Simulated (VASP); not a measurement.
# CdSe (Pm-3m) in VASP: single point with HSE06

Aim: the single point of CdSe with HSE06.

Everything below comes from runs of VASP 6.6.1. Logs are shortened: lines on timing, memory, paths and dates and some standing lists are left out, and cuts for length are marked.

**1. The cell of the first run**

It takes space group Pm-3m (No. 221, cubic). Conventional cell: a = 3.557 Å, b = 3.557 Å, c = 3.557 Å, α = 90.00°, β = 90.00°, γ = 90.00°. Within 4.1 Å of Cd (site symmetry m-3m) lie 8 Se at 3.08 Å and 6 Cd at 3.56 Å. Se (site symmetry m-3m) has 8 Cd at 3.08 Å and 6 Se at 3.56 Å within 4.1 Å.

**2. Single point, HSE06, non-collinear spin, zero start, spin-orbit coupling**

The input, POSCAR:

```
CdSe
1.0
    3.5568600000      0.0000000000      0.0000000000
    0.0000000000      3.5568600000      0.0000000000
    0.0000000000      0.0000000000      3.5568600000
Cd Se
1 1
Direct
    0.5000000000      0.5000000000      0.5000000000
    0.0000000000      0.0000000000      0.0000000000
```

The input, INCAR.step1:

```
PREC = Accurate ; ENCUT = 520
EDIFF = 1E-5 ; ISMEAR = -1
SIGMA = 0.05 ; LREAL = F
LASPH = T ; NELM = 150
ALGO = Normal ; ISIF = 2
LWAVE = T ; LCHARG = F
LNONCOLLINEAR = T ; MAGMOM = 0 0 0 0 0 0
LORBIT = 11 ; LSORBIT = T
GGA_COMPAT = F ; LORBMOM = T
NBANDS = 30 ; GGA = PE
```

The input, INCAR.step2:

```
PREC = Accurate ; ENCUT = 520
EDIFF = 1E-6 ; ISMEAR = -1
SIGMA = 0.05 ; LREAL = F
LASPH = T ; NELM = 150
ALGO = Normal ; ISIF = 2
LWAVE = F ; LCHARG = F
LNONCOLLINEAR = T ; MAGMOM = 0 0 0 0 0 0
LORBIT = 11 ; LSORBIT = T
GGA_COMPAT = F ; LORBMOM = T
GGA = PE ; LHFCALC = T
HFSCREEN = 0.2079 ; PRECFOCK = Normal
NBANDS = 30 ; ISTART = 1
```

The input, KPOINTS:

```
regular mesh
0
Gamma
  4 4 4
```

Potentials or basis: VASP PAW PBE potentials, release 64 (Cd, Se).

Run with:

```console
$ cat potpaw_PBE.64/Cd/POTCAR potpaw_PBE.64/Se/POTCAR > POTCAR
$ cp INCAR.step1 INCAR
$ mpirun -np 1 vasp_ncl > vasp.out
$ cp INCAR.step2 INCAR
$ mpirun -np 1 vasp_ncl > vasp.out
```

OUTCAR:

```text
PREC = Accurate
   ENCUT = 520
   EDIFF = 1E-6
   ISMEAR = -1
   LREAL = F
   LASPH = T
   NELM = 150
   ISIF = 2
   LNONCOLLINEAR = T
   LORBIT = 11
   LSORBIT = T
   GGA = PE
   LHFCALC = T
   HFSCREEN = 0.2079
   PRECFOCK = Normal
   ISTART = 1

 ion  position               nearest neighbor table
   1  0.500  0.500  0.500-   2 3.08   2 3.08   2 3.08   2 3.08   2 3.08   2 3.08   2 3.08   2 3.08

   2  0.000  0.000  0.000-   1 3.08   1 3.08   1 3.08   1 3.08   1 3.08   1 3.08   1 3.08   1 3.08

  LATTYP: Found a simple cubic cell.
 ALAT       =     3.5568600000

  Lattice vectors:

 A1 = (   3.5568600000,   0.0000000000,   0.0000000000)
 A2 = (   0.0000000000,   3.5568600000,   0.0000000000)
 A3 = (   0.0000000000,   0.0000000000,   3.5568600000)

Analysis of symmetry for initial positions (statically):
=====================================================================
 Subroutine PRICEL returns:
 Original cell was already a primitive cell.

 Routine SETGRP: Setting up the symmetry group for a
 simple cubic supercell.

 Subroutine GETGRP returns: Found 48 space group operations
 (whereof 48 operations were pure point group operations)
 out of a pool of 48 trial point group operations.

The static configuration has the point symmetry O_h .

Analysis of symmetry for dynamics (positions and initial velocities):
=====================================================================
 Subroutine PRICEL returns:
 Original cell was already a primitive cell.

 Routine SETGRP: Setting up the symmetry group for a
 simple cubic supercell.

 Subroutine GETGRP returns: Found 48 space group operations
 (whereof 48 operations were pure point group operations)
 out of a pool of 48 trial point group operations.

The dynamic configuration has the point symmetry O_h .

Analysis of structural, dynamic, and magnetic symmetry:
=====================================================================
 Subroutine PRICEL returns:
 Original cell was already a primitive cell.

 Routine SETGRP: Setting up the symmetry group for a
 simple cubic supercell.

 Subroutine GETGRP returns: Found 48 space group operations
 (whereof 48 operations were pure point group operations)
 out of a pool of 48 trial point group operations.

The overall configuration has the point symmetry O_h .

 Subroutine INISYM returns: Found 48 space group operations
 (whereof 48 operations are pure point group operations),
[... 496 lines left out ...]
      1.77843      1.77843      1.77843         0.000000      0.000000      0.000000
      0.00000      0.00000      0.00000         0.000000      0.000000      0.000000
 -----------------------------------------------------------------------------------
    total drift:                                0.000012      0.000009     -0.000002

  FREE ENERGIE OF THE ION-ELECTRON SYSTEM (eV)
  ---------------------------------------------------
  free  energy   TOTEN  =        -5.4971592910 eV

  energy  without entropy=       -5.4811283294  energy(sigma->0) =       -5.48914381

 orbital moment (x)

 # of ion     p       d       tot
 ----------------------------------------
  1        -0.000  -0.000  -0.000
  2        -0.000   0.000  -0.000
 ----------------------------------------
           -0.000  -0.000  -0.000

 orbital moment (y)

 # of ion     p       d       tot
 ----------------------------------------
  1        -0.000  -0.000  -0.000
  2         0.000   0.000   0.000
 ----------------------------------------
            0.000  -0.000   0.000

 orbital moment (z)

 # of ion     p       d       tot
 ----------------------------------------
  1        -0.000  -0.000  -0.000
  2         0.000   0.000   0.000
 ----------------------------------------
            0.000  -0.000   0.000

 Spin-Orbit-Coupling matrix elements

 Ion:    1  E_soc:     -0.0490624
 l=   1
     0.0000000    -0.0013684    -0.0013684
    -0.0013684     0.0000000    -0.0013684
    -0.0013684    -0.0013684     0.0000000
 l=   2
     0.0000000    -0.0014354     0.0000000    -0.0014354    -0.0053732
    -0.0014354     0.0000000    -0.0040299    -0.0014354    -0.0013433
     0.0000000    -0.0040299     0.0000000    -0.0040299     0.0000000
    -0.0014354    -0.0014354    -0.0040299     0.0000000    -0.0013433
    -0.0053732    -0.0013433     0.0000000    -0.0013433     0.0000000
 l=   3
     0.0000000     0.0000000     0.0000000     0.0000000     0.0000000     0.0000000     0.0000000
     0.0000000     0.0000000     0.0000000     0.0000000     0.0000000     0.0000000     0.0000000
     0.0000000     0.0000000     0.0000000     0.0000000     0.0000000     0.0000000     0.0000000
     0.0000000     0.0000000     0.0000000     0.0000000     0.0000000     0.0000000     0.0000000
     0.0000000     0.0000000     0.0000000     0.0000000     0.0000000     0.0000000     0.0000000
     0.0000000     0.0000000     0.0000000     0.0000000     0.0000000     0.0000000     0.0000000
     0.0000000     0.0000000     0.0000000     0.0000000     0.0000000     0.0000000     0.0000000

 Ion:    2  E_soc:     -0.0601778
 l=   1
     0.0000000    -0.0100255    -0.0100255
    -0.0100255     0.0000000    -0.0100255
    -0.0100255    -0.0100255     0.0000000
 l=   2
     0.0000000     0.0000018     0.0000000     0.0000018    -0.0000060
     0.0000018     0.0000000    -0.0000045     0.0000018    -0.0000015
     0.0000000    -0.0000045     0.0000000    -0.0000045     0.0000000
     0.0000018     0.0000018    -0.0000045     0.0000000    -0.0000015
    -0.0000060    -0.0000015     0.0000000    -0.0000015     0.0000000
 l=   3
     0.0000000     0.0000000     0.0000000     0.0000000     0.0000000     0.0000000     0.0000000
     0.0000000     0.0000000     0.0000000     0.0000000     0.0000000     0.0000000     0.0000000
     0.0000000     0.0000000     0.0000000     0.0000000     0.0000000     0.0000000     0.0000000
     0.0000000     0.0000000     0.0000000     0.0000000     0.0000000     0.0000000     0.0000000
     0.0000000     0.0000000     0.0000000     0.0000000     0.0000000     0.0000000     0.0000000
     0.0000000     0.0000000     0.0000000     0.0000000     0.0000000     0.0000000     0.0000000
     0.0000000     0.0000000     0.0000000     0.0000000     0.0000000     0.0000000     0.0000000

 total charge

# of ion       s       p       d       tot
------------------------------------------
    1        0.399   0.179   9.603  10.180
    2        1.499   2.300   0.022   3.821
--------------------------------------------------
tot          1.898   2.479   9.624  14.001

 magnetization (x)

# of ion       s       p       d       tot
------------------------------------------
    1        0.000  -0.000  -0.000  -0.000
    2       -0.000   0.000   0.000   0.000
--------------------------------------------------
tot          0.000   0.000  -0.000   0.000

 magnetization (y)

# of ion       s       p       d       tot
------------------------------------------
    1        0.000  -0.000  -0.000  -0.000
    2       -0.000   0.000  -0.000   0.000
--------------------------------------------------
tot         -0.000   0.000  -0.000   0.000

 magnetization (z)

# of ion       s       p       d       tot
------------------------------------------
    1       -0.000  -0.000   0.000   0.000
    2       -0.000   0.000   0.000   0.000
--------------------------------------------------
tot         -0.000   0.000   0.000   0.000
```

OSZICAR.step1:

```text
N       E                     dE             d eps       ncg     rms          rms(c)
DAV:   1     0.122760200218E+03    0.12276E+03   -0.86489E+03   600   0.112E+03
DAV:   2     0.100412284334E+01   -0.12176E+03   -0.11519E+03   654   0.291E+02
DAV:   3    -0.479705349558E+01   -0.58012E+01   -0.57119E+01   696   0.634E+01
DAV:   4    -0.482433748722E+01   -0.27284E-01   -0.27273E-01   654   0.428E+00
DAV:   5    -0.482441626748E+01   -0.78780E-04   -0.78780E-04   700   0.224E-01    0.488E+00
DAV:   6    -0.438245116284E+01    0.44197E+00   -0.59147E-01   686   0.104E+01    0.435E+00
DAV:   7    -0.438054171795E+01    0.19094E-02   -0.10907E-01   642   0.293E+00    0.214E+00
DAV:   8    -0.437719751438E+01    0.33442E-02   -0.55578E-03   630   0.872E-01    0.344E-01
DAV:   9    -0.437714546365E+01    0.52051E-04   -0.30578E-04   686   0.161E-01    0.145E-01
DAV:  10    -0.437717315376E+01   -0.27690E-04   -0.51373E-05   636   0.645E-02    0.477E-02
DAV:  11    -0.437719310727E+01   -0.19954E-04   -0.18173E-05   648   0.371E-02    0.118E-02
DAV:  12    -0.437719383437E+01   -0.72709E-06   -0.22795E-06   366   0.200E-02
   1 F= -.43771938E+01 E0= -.43683466E+01  d E =-.176945E-01  mag=     0.0000     0.0000     0.0000
```

Run time: 44 min. Hardware: 1 thread of Oxide Virtual Turin-like, shared host; peak memory 0.32 GiB.

Results:

```yaml
Free_energy: -5.4972 eV
Pressure: -1.4 GPa
Net_moment: 0.00 μB per cell
Valence_electrons_inside_the_program's_atomic_spheres: Cd 10.18; Se 3.82
```

Moments on the atoms (μB; x, y, z):
```
Cd  0.00 0.00 0.00
Se  0.00 0.00 0.00
```

Caveat: the k points lie up to 0.44 Å⁻¹ apart; the PAW data sets were made with another functional, which shifts forces and pressure a little.
